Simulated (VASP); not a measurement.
## CdSe (Cadmoselite): single point with PBE

Crystal: CdSe (Cadmoselite).

```
Cd Se
1.0
     4.29900    0.00000    0.00000
    -2.14950    3.72304    0.00000
     0.00000    0.00000    6.93990
Cd Se
2 2
Cartesian
  0.0000 2.4820 -0.0047
  2.1495 1.2410 3.4652
  0.0000 2.4820 2.6196
  2.1495 1.2410 6.0895
```

This cell differs from its parent crystal: z stretched by -1 %, then relaxed in part.

```
Program                : VASP 6.6.1
Task                   : single point
Functional             : PBE
Potentials or basis    : VASP PAW PBE potentials, release 64 (Cd, Se)
Cutoff                 : 520 eV
k mesh                 : 12 × 12 × 6
Occupations            : fermi-dirac, width 0.02 eV
Spin                   : no spin polarisation
Dipole correction      : no
Further INCAR settings : ALGO = Normal; EDIFF = 1e-06; NBANDS = 26
```

* Pressure: 4.0 GPa
* Band gap on the k mesh: 0.71 eV, direct

Forces in eV/Å, atoms in the order of the input:
```
Cd   0.000  0.000 -0.003
Cd   0.000  0.000 -0.003
Se   0.000  0.000  0.003
Se   0.000  0.000  0.003
```

Stress tensor (GPa, compression positive):
```
3.79 0.00 0.00
0.00 3.79 0.00
0.00 0.00 4.30
```

Levels at points of the mesh, in eV from the valence-band top:
```csv
k point,band 16,band 17,band 18,band 19,band 20,band 21
"(0.00, 0.00, 0.00)",-0.01,0.00,0.00,0.71,2.15,5.83
"(0.50, 0.00, 0.00)",-1.92,-1.34,-0.78,3.27,3.29,4.83
"(0.00, 0.00, 0.50)",-0.42,-0.42,-0.42,2.39,2.39,5.91
"(0.50, 0.00, 0.50)",-1.39,-1.34,-1.34,2.98,2.98,4.86
```

Wall time 2.3 min on 1 thread of AMD EPYC 9R45 96-Core Processor (Zen 5) (shared host), peak memory 0.32 GiB.

Caveat: the cell differs from its parent crystal (z stretched by -1 %, then relaxed in part).
